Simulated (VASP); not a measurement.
Runs of VASP 6.6.1 on Al. The structure is that of space group Fm-3m (No. 225), or close to it. The cells are those of the table. 

```tsv
cell	gap on the mesh (eV)	pressure (GPa)
a = 2.657 Å, angles 60.0°, 1 atom	none	22.3
a = 2.865 Å, angles 60.0°, 1 atom	none	-4.0
a = 2.712 Å, angles 60.0°, 1 atom	none	12.6
a = 2.765 Å, angles 60.0°, 1 atom	none	(b)
a = 2.912 Å, angles 60.0°, 1 atom	none	(a)
a = 2.959 Å, angles 60.0°, 1 atom	none	-9.2
a = 2.955, b = 2.955, c = 2.838 Å, angles 61.3, 61.3, 57.4°, 1 atom	none	-6.6
```

Alike in all rows: task single point; level PBE+D3(BJ); potentials or basis VASP PAW PBE potentials, release 64 (Al); no spin polarisation; k mesh 22 × 22 × 22; cutoff (eV) 520; smearing gaussian 0.15 eV.

Problem. Fill in the values left out.

Solution. (a) -7.0; (b) 5.4.

Caveats: the cell stands under tension (at least some runs); the cell stands under pressure (at least some runs).

A gap of «none» marks levels without a gap at the run's occupations.
